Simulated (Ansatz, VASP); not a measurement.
## Bi2Te2O in VASP and in Ansatz

```
CELL_PARAMETERS angstrom
-3.08616 3.08616 5.18591
3.08616 -3.08616 5.18591
3.08616 3.08616 -5.18591
ATOMIC_POSITIONS crystal
Bi 0.79653 0.79653 0.00000
Bi 0.20347 0.20347 0.00000
Te 0.50000 0.50000 0.00000
Te 0.25000 0.75000 0.50000
O 0.00000 0.00000 0.00000
```

Alike in both runs: functional PBE; k mesh 8 × 8 × 8; occupations gaussian, width 0.1 eV; no spin polarisation.

Ansatz relaxed the structure, and its values are those at the end. VASP's run is a single point on that final structure, the one shown.

|  | VASP | Ansatz |
| --- | --- | --- |
| version | VASP 6.6.1 | Ansatz 0.2.0 |
| potentials or method | VASP PAW PBE potentials, release 64 (Bi_d, Te, O), cutoff 520 eV | scalar-relativistic, plane waves, PAW |
| valence electrons in the cell | 48 | 68 |

```tsv
	VASP	Ansatz	Ansatz less VASP
gap on the k mesh at the Fermi level (eV)	none	none	-
pressure (GPa)	0.0	0.0	-0.01
rms of the force components (eV/Å)	0.015	0.002	-0.0138
```

A gap of «none» marks a metal or a gap that the smearing closes. With one functional, cell and mesh, what is left measures potentials, basis and numerics. VASP's potentials hold 48 valence electrons a cell and Ansatz's 68, so a difference there can come from the potentials and not from the codes.

Spin-orbit coupling is off throughout.
